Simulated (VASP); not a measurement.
# Re (P6_3/mmc) in VASP: a series of runs

The runs below take Re through single point, relaxation of cell and atoms, with PBE.

Everything below comes from runs of VASP 6.6.1. Logs are shortened: lines on timing, memory, paths and dates and some standing lists are left out, and cuts for length are marked.

## Step 1: The cell of the first run

Symmetry: P6_3/mmc, No. 194, hexagonal system. The conventional cell has a = 2.770 Å, b = 2.770 Å, c = 4.508 Å, α = 90.00°, β = 90.00°, γ = 120.00°. Within 3.6 Å of Re (site symmetry -6m2) lie 12 Re at 2.76 to 2.77 Å.

## Step 2: Single point, PBE

INCAR

```
SYSTEM = Re
PREC = Accurate ; ENCUT = 520
EDIFF = 1E-6 ; ISMEAR = 0
SIGMA = 0.05 ; LREAL = .FALSE.
LASPH = .TRUE. ; NELM = 100
ALGO = Fast ; ISIF = 2
LWAVE = .FALSE. ; LCHARG = .FALSE.
GGA = PE ; NBANDS = 14
```

KPOINTS

```
regular mesh
0
G
  8 8 4
  0 0 0
```

POSCAR

```
Re
1.0
    2.7701289105      0.0000000000      0.0000000000
   -1.3850644552      2.3990020082      0.0000000000
    0.0000000000      0.0000000000      4.5079876558
Re
2
Direct
    0.3333333333      0.6666666667      0.7500000000
    0.6666666667      0.3333333333      0.2500000000
```

Potentials or basis: VASP PAW PBE potentials, release 64 (Re).

Command:

```console
$ cat potpaw_PBE.64/Re/POTCAR > POTCAR
$ mpirun -np 1 vasp_std > vasp.out
```

OUTCAR:

```text
SYSTEM = Re
   PREC = Accurate
   ENCUT = 520
   EDIFF = 1E-6
   ISMEAR = 0
   LREAL = .FALSE.
   LASPH = .TRUE.
   NELM = 100
   ISIF = 2
   GGA = PE

 ion  position               nearest neighbor table
   1  0.333  0.667  0.750-   2 2.76   2 2.76   2 2.76   2 2.76   2 2.76   2 2.76
   2  0.667  0.333  0.250-   1 2.76   1 2.76   1 2.76   1 2.76   1 2.76   1 2.76

  LATTYP: Found a hexagonal cell.
 ALAT       =     2.7701289105
 C/A-ratio  =     1.6273566327

  Lattice vectors:

 A1 = (   2.7701289105,   0.0000000000,   0.0000000000)
 A2 = (  -1.3850644552,   2.3990020082,   0.0000000000)
 A3 = (   0.0000000000,   0.0000000000,   4.5079876558)

Analysis of symmetry for initial positions (statically):
=====================================================================
 Subroutine PRICEL returns:
 Original cell was already a primitive cell.

 Routine SETGRP: Setting up the symmetry group for a
 hexagonal supercell.

 Subroutine GETGRP returns: Found 24 space group operations
 (whereof 12 operations were pure point group operations)
 out of a pool of 24 trial point group operations.

The static configuration has the point symmetry D_3d.
 The point group associated with its full space group is D_6h.

Analysis of symmetry for dynamics (positions and initial velocities):
=====================================================================
 Subroutine PRICEL returns:
 Original cell was already a primitive cell.

 Routine SETGRP: Setting up the symmetry group for a
 hexagonal supercell.

 Subroutine GETGRP returns: Found 24 space group operations
 (whereof 12 operations were pure point group operations)
 out of a pool of 24 trial point group operations.

The dynamic configuration has the point symmetry D_3d.
 The point group associated with its full space group is D_6h.

 Subroutine INISYM returns: Found 24 space group operations
 (whereof 12 operations are pure point group operations),
 and found     1 'primitive' translations

----------------------------------------------------------------------------------------

                                     Primitive cell

  volume of cell :      29.9580

  direct lattice vectors                    reciprocal lattice vectors
     2.770128910  0.000000000  0.000000000     0.360994030  0.208420001  0.000000000
    -1.385064455  2.399002008  0.000000000     0.000000000  0.416840001  0.000000000
     0.000000000  0.000000000  4.507987656     0.000000000  0.000000000  0.221828469

  length of vectors
     2.770128910  2.770128910  4.507987656     0.416840001  0.416840001  0.221828469

  position of ions in fractional coordinates (direct lattice)
     0.333333333  0.666666667  0.750000000
     0.666666667  0.333333333  0.250000000

  ion indices of the primitive-cell ions
   primitive index   ion index
                 1           1
                 2           2

----------------------------------------------------------------------------------------

 KPOINTS: regular mesh

Automatic generation of k-mesh.
 Grid dimensions read from file:
 generate k-points for:    8    8    4

 Generating k-lattice:

  Cartesian coordinates                     Fractional coordinates (reciprocal lattice)
     0.045124254  0.026052500  0.000000000     0.125000000 -0.000000000  0.000000000
     0.000000000  0.052105000  0.000000000     0.000000000  0.125000000  0.000000000
     0.000000000  0.000000000  0.055457117     0.000000000  0.000000000  0.250000000

  Length of vectors
     0.052105000  0.052105000  0.055457117

  Shift w.r.t. Gamma in fractional coordinates (k-lattice)
     0.000000000  0.000000000  0.000000000

 Subroutine IBZKPT returns following result:
 ===========================================

 Found     30 irreducible k-points:

 Following reciprocal coordinates:
            Coordinates               Weight
  0.000000  0.000000  0.000000      1.000000
  0.125000  0.000000  0.000000      6.000000
  0.250000  0.000000  0.000000      6.000000
  0.375000  0.000000  0.000000      6.000000
  0.500000  0.000000  0.000000      3.000000
  0.125000  0.125000  0.000000      6.000000
[... 16 lines left out ...]
  0.250000  0.000000  0.500000      6.000000
  0.375000  0.000000  0.500000      6.000000
 [... further k-points ...]
   k-points           NKPTS =     30   k-points in BZ     NKDIM =     30   number of bands    NBANDS=     14
   number of dos      NEDOS =    301   number of ions     NIONS =      2
   total plane-waves  NPLWV =  20736
   dimension x,y,z NGX =    24 NGY =   24 NGZ =   36
   dimension x,y,z NGXF=    48 NGYF=   48 NGZF=   72
   ions per type =               2
   NGX,Y,Z   is equivalent  to a cutoff of  14.40, 14.40, 13.28 a.u.
   NGXF,Y,Z  is equivalent  to a cutoff of  28.81, 28.81, 26.55 a.u.
 SYSTEM =  Re
   PREC   = accura    normal or accurate (medium, high low for compatibility)
   ISTART =      0    job   : 0-new  1-cont  2-samecut
   ICHARG =      2    charge: 1-file 2-atom 10-const
   ISPIN  =      1    spin polarized calculation?
   LNONCOLLINEAR =      F non collinear calculations
   LSORBIT =      F    spin-orbit coupling
   LASPH  =      T    aspherical Exc in radial PAW
   ENCUT  =  520.0 eV  38.22 Ry    6.18 a.u.   5.15  5.15  8.38*2*pi/ulx,y,z
   NELM   =    100;   NELMIN=  2; NELMDL= -5     # of ELM steps
   EDIFF  = 0.1E-05   stopping-criterion for ELM
   LREAL  =      F    real-space projection
   EDIFFG = 0.1E-04   stopping-criterion for IOM
   NSW    =      0    number of steps for IOM
   IBRION =     -1    ionic relax: 0-MD 1-quasi-New 2-CG
   NFREE  =      0    steps in history (QN), initial steepest desc. (CG)
   ISIF   =      2    stress and relaxation
   ISYM   =      2    0-nonsym 1-usesym 2-fastsym
   POTIM  = 0.5000    time-step for ionic-motion
   TEBEG  =    0.0;   TEEND  =   0.0 temperature during run
   PSTRESS=    0.0 pullay stress
   NELECT =      14.0000    total number of electrons
   NUPDOWN=      -1.0000    fix difference up-down
   EMIN   =  10.00;   EMAX   =-10.00  energy-range for DOS
   EFERMI =   0.00;   METHOD = LEGACY
   ISMEAR =     0;   SIGMA  =   0.05  broadening in eV -4-tet -1-fermi 0-gaus
   EFERMI_NEDOS =   21; number of points for ismear=-14 and -15
   IALGO  =     68    algorithm
   IMIX   =      4    mixing-type and parameters
     AMIX     =   0.40;   BMIX     =  1.00
     AMIX_MAG =   1.60;   BMIX_MAG =  1.00
  volume/ion in A,a.u.               =      14.98       101.08
  Fermi-wavevector in a.u.,A,eV,Ry     =   1.270417  2.400741 21.959261  1.613960
  Thomas-Fermi vector in A             =   2.403406
   LORBIT       =      0    0 simple, 1 ext, 2 COOP (PROOUT), +10 PAW based schemes
   GGA     = PE    functional components
   LHFCALC =     F    Hartree Fock is set to
   AEXX    =    0.0000 exact exchange contribution
   IVDW    =     0    specifies the selected vdW correction
   LEPSILON=     F    determine dielectric tensor
   LRPA    =     F    only Hartree local field effects (RPA)
 non-spin polarized calculation
 RMM-DIIS sequential band-by-band and
 Gauss-broadening in eV      SIGMA  =   0.05
  energy-cutoff  :      520.00
  volume of cell :       29.96
 maximum number of plane-waves:       818
 NGX is ok and might be reduce to    24
   NGX = 11   NGY = 11   NGZ = 17

 number of electron      13.9999999 magnetization

 Free energy of the ion-electron system (eV)
  ---------------------------------------------------
  ext. energy  EPLUGINS =         0.00000000
  ---------------------------------------------------
  free energy    TOTEN  =       -24.82991302 eV

  energy without entropy =      -24.82789090  energy(sigma->0) =      -24.82890196

 E-fermi :   7.5962     XC(G=0): -13.6354

 val. band max:        7.5721032163   @ k =   0.3750   0.0000   0.2500
 cond. band min:       7.5981289860   @ k =   0.1250   0.1250   0.0000
 fundamental gap:      0.0260257697
 Fermi energy:         7.5962399630

 k-point     1 :       0.0000    0.0000    0.0000
  band No.  band energies     occupation
      1      -2.0748      2.00000
      2       1.1639      2.00000
      3       6.0325      2.00000
      4       6.1439      2.00000
      5       6.1439      2.00000
      6       6.9342      2.00000
      7       6.9342      2.00000
      8       7.9087      0.00000
      9       7.9087      0.00000
     10       8.1613      0.00000
     11      10.9367      0.00000
     12      10.9367      0.00000
     13      17.3477      0.00000
     14      21.8412      0.00000

 k-point     2 :       0.1250    0.0000    0.0000
  band No.  band energies     occupation
      1      -1.4602      2.00000
      2       1.7272      2.00000
      3       5.2461      2.00000
      4       6.4182      2.00000
      5       6.4627      2.00000
      6       6.7147      2.00000
      7       6.8684      2.00000
      8       7.4729      1.99952
      9       7.4784      1.99914
     10       7.6553      0.09493
     11      11.2040      0.00000
     12      12.9714      0.00000
     13      17.2605      0.00000
     14      23.1207      0.00000

 k-point     3 :       0.2500    0.0000    0.0000
  band No.  band energies     occupation
      1       0.0844      2.00000
      2       2.5702      2.00000
      3       4.3693      2.00000
      4       4.7447      2.00000
      5       5.8806      2.00000
      6       6.6838      2.00000
      7       7.0079      2.00000
      8       8.1861      0.00000
      9       8.3134      0.00000
     10       8.9560      0.00000
     11      11.5937      0.00000
     12      15.9953      0.00000
     13      16.8081      0.00000
     14      22.5752      0.00000

 k-point     4 :       0.3750    0.0000    0.0000
  band No.  band energies     occupation
      1       1.4918      2.00000
      2       2.1941      2.00000
      3       3.0034      2.00000
      4       5.2903      2.00000
      5       6.0623      2.00000
      6       6.4603      2.00000
      7       6.5919      2.00000
      8      10.4471      0.00000
      9      10.5635      0.00000
     10      10.8943      0.00000
     11      11.8001      0.00000
     12      16.5959      0.00000
     13      18.3385      0.00000
     14      18.6455      0.00000

 k-point     5 :       0.5000    0.0000    0.0000
  band No.  band energies     occupation
      1       1.8356      2.00000
      2       1.9327      2.00000
      3       2.5287      2.00000
      4       5.8355      2.00000
      5       5.9670      2.00000
      6       6.2552      2.00000
      7       7.0153      2.00000
      8      11.5808      0.00000
      9      11.8535      0.00000
     10      12.0781      0.00000
     11      13.5717      0.00000
[... 276 lines left out ...]
 k-point    22 :       0.1250    0.0000    0.5000
  band No.  band energies     occupation
      1       0.7759      2.00000
      2       0.7759      2.00000
      3       4.7474      2.00000
      4       4.7474      2.00000
      5       5.9440      2.00000
      6       5.9440      2.00000
      7       6.4871      2.00000
      8       6.4871      2.00000
      9      10.0289      0.00000
     10      10.0289      0.00000
     11      10.3127      0.00000
     12      10.3127      0.00000
     13      22.3586      0.00000
     14      22.3586      0.00000

 k-point    23 :       0.2500    0.0000    0.5000
  band No.  band energies     occupation
      1       1.7170      2.00000
      2       1.7170      2.00000
      3       4.1982      2.00000
      4       4.1982      2.00000
      5       5.8612      2.00000
      6       5.8612      2.00000
      7       7.5144      1.97943
      8       7.5144      1.97943
      9      10.0644      0.00000
     10      10.0644      0.00000
     11      10.7898      0.00000
     12      10.7898      0.00000
     13      22.2249      0.00000
     14      22.2250      0.00000

 k-point    24 :       0.3750    0.0000    0.5000
  band No.  band energies     occupation
      1       1.6835      2.00000
      2       1.6835      2.00000
      3       3.8484      2.00000
      4       3.8484      2.00000
      5       7.4161      2.00000
      6       7.4161      2.00000
      7       8.0434      0.00000
      8       8.0434      0.00000
      9      11.0454      0.00000
     10      11.0454      0.00000
     11      11.4593      0.00000
     12      11.4593      0.00000
     13      19.9401      0.00000
     14      19.9401      0.00000

 [... further k-points ...]

------------------------ aborting loop because EDIFF is reached ----------------------------------------

  FORCE on cell =-STRESS in cart. coord.  units (eV):
  Direction    XX          YY          ZZ          XY          YZ          ZX
  --------------------------------------------------------------------------------------
  -------------------------------------------------------------------------------------
  Total       -0.0934495     -0.0934495     -0.1448725     -0.0000000     -0.0000000      0.0000000
  in kB       -4.9977489     -4.9977489     -7.7478863     -0.0000000     -0.0000000      0.0000000
  external PRESSURE =      -5.9144614 kB  Pullay stress =       0.0000000 kB

 VOLUME and BASIS-vectors are now :
 -----------------------------------------------------------------------------
  energy-cutoff  :      520.00
  volume of cell :       29.96
      direct lattice vectors                 reciprocal lattice vectors
     2.770128910  0.000000000  0.000000000     0.360994030  0.208420001  0.000000000
    -1.385064455  2.399002008  0.000000000     0.000000000  0.416840001  0.000000000
     0.000000000  0.000000000  4.507987656     0.000000000  0.000000000  0.221828469

 POSITION                                       TOTAL-FORCE (eV/Angst)
 -----------------------------------------------------------------------------------
     -0.00000      1.59933      3.38099         0.000000     -0.000000      0.000000
      1.38506      0.79967      1.12700        -0.000000      0.000000      0.000000
 -----------------------------------------------------------------------------------
    total drift:                               -0.000000      0.000000     -0.000000

  FREE ENERGIE OF THE ION-ELECTRON SYSTEM (eV)
  ---------------------------------------------------
  free  energy   TOTEN  =       -24.8299130210 eV

  energy  without entropy=      -24.8278909012  energy(sigma->0) =      -24.82890196
```

It took 21 s on 1 thread of Intel Xeon Platinum 8259CL at 2.50GHz (Skylake/Cascade Lake), shared host; peak memory 0.15 GiB.

Results:

```yaml
Free_energy: -24.8299 eV
Pressure: -0.6 GPa
Band_gap_on_the_k_mesh: zero (band 7 reaches 8.71 eV, above the bottom of band 8 at 6.03 eV)
```

Stress tensor (GPa, compression positive):
```
-0.50  0.00  0.00
 0.00 -0.50  0.00
 0.00  0.00 -0.77
```

Caveat: spin-orbit coupling is left out, which moves the levels of the heavy elements.

## Step 3: Relaxation of cell and atoms, PBE

This run uses another cell than the first one, of 14.70 Å³/atom, 0.982 times its volume.

INCAR

```
SYSTEM = Re
  PREC = Accurate
  ENCUT = 600
  EDIFF = 1E-6
  ISMEAR = 0
  SIGMA = 0.05
  LREAL = .FALSE.
  LASPH = .TRUE.
  NELM = 80
  ALGO = Fast
  ISIF = 3
  LWAVE = .FALSE.
  LCHARG = .FALSE.
  GGA = PE
  IBRION = 2
  NSW = 80
  EDIFFG = -0.03
```

KPOINTS is that of step 2.

POSCAR

```
Re
1.0
    2.7600000000      0.0000000000      0.0000000000
   -1.3800000000      2.3902301144      0.0000000000
    0.0000000000      0.0000000000      4.4574000000
Re
2
Direct
    0.3333333333      0.6666666667      0.7500000000
    0.6666666667      0.3333333333      0.2500000000
```

Potentials or basis: VASP PAW PBE potentials, release 64 (Re).

Command:

```console
$ cat potpaw_PBE.64/Re/POTCAR > POTCAR
$ mpirun -np 1 vasp_std > vasp.out
```

It took 67 s on 1 thread of Intel Xeon Platinum 8259CL at 2.50GHz (Skylake/Cascade Lake), shared host; peak memory 0.16 GiB.

Results (log left out):

```yaml
Free_energy: -24.8321 eV
Relaxed_volume: 14.96 Å³/atom
Relaxed_cell: a = 2.769 Å, b = 2.769 Å, c = 4.504 Å, α = 90.00°, β = 90.00°, γ = 120.00°
Space_group_after_relaxing_to_0.05_Å: P6_3/mmc (No. 194)
Energy_gained_by_relaxing: 6.0 meV/atom
Ionic_steps: 6
Pressure_after_relaxing: 0.0 GPa
Band_gap_on_the_k_mesh: zero (band 7 reaches 8.73 eV, above the bottom of band 8 at 6.04 eV)
```

The path:
```
step  energy change (eV)  largest force (eV/Å)  pressure (GPa)  volume (Å³)
   1              0.0000                0.0000            6.70        29.41
   2              0.1532                0.0000          -22.30        32.10
   3             -0.0116                0.0000           -0.49        29.95
   4             -0.0116                0.0000           -0.24        29.94
   5             -0.0114                0.0000            0.38        29.89
   6             -0.0121                0.0000           -0.03        29.92
```

Final structure:
```xyz
2
Lattice="2.7693 0.0000 0.0000 -1.3847 2.3983 0.0000 0.0000 0.0000 4.5044" Properties=species:S:1:pos:R:3 pbc="T T T"
Re    0.0000    1.5989    3.3783
Re    1.3847    0.7994    1.1261
```

Levels at points of the mesh, in eV from the Fermi level:
| k point | band 4 | band 5 | band 6 | band 7 | band 8 | band 9 | band 10 | band 11 |
| --- | --- | --- | --- | --- | --- | --- | --- | --- |
| (0.00, 0.00, 0.00) | -1.46 | -1.46 | -0.66 | -0.66 | 0.31 | 0.31 | 0.57 | 3.35 |
| (0.50, 0.00, 0.00) | -1.77 | -1.63 | -1.34 | -0.58 | 3.99 | 4.27 | 4.49 | 5.99 |
| (0.00, 0.00, 0.50) | -2.31 | -1.57 | -1.57 | -1.57 | -1.57 | 2.54 | 2.54 | 2.54 |
| (0.50, 0.00, 0.50) | -3.96 | 0.48 | 0.48 | 0.96 | 0.96 | 4.28 | 4.29 | 4.72 |

Caveat: spin-orbit coupling is left out, which moves the levels of the heavy elements.
